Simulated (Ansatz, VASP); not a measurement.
## Two plane-wave programs on Hf3B2

```
Hf B
1.0
     4.43253    0.00000    0.00000
     0.00000    4.43253    0.00000
     0.00000    0.00000    4.42985
Hf B
3 2
Direct
  0.00000 0.50000 0.99998
  0.00000 0.00000 0.50000
  0.50000 0.00000 0.00002
  0.50000 0.50000 0.50000
  0.00000 0.00000 0.00000
```

Alike in both runs: functional PBE; k mesh 4 × 4 × 4; occupations gaussian, width 0.1 eV; no spin polarisation.

Ansatz relaxed the structure, and its values are those at the end. VASP's run is a single point on that final structure, the one shown.

```csv
,VASP,Ansatz
version,VASP 6.6.1,Ansatz 0.2.0
potentials or method,"VASP PAW PBE potentials, release 64 (Hf_pv, B), cutoff 520 eV","scalar-relativistic, plane waves, PAW"
valence electrons in the cell,36,84
```

```tsv
	VASP	Ansatz	Ansatz less VASP
gap on the k mesh at the Fermi level (eV)	none	none	-
pressure (GPa)	-0.1	0.1	+0.25
```

A gap of «none» marks a metal or a gap that the smearing closes. VASP's potentials hold 36 valence electrons a cell and Ansatz's 84, so a difference there can come from the potentials and not from the codes.

Spin-orbit coupling is off throughout.
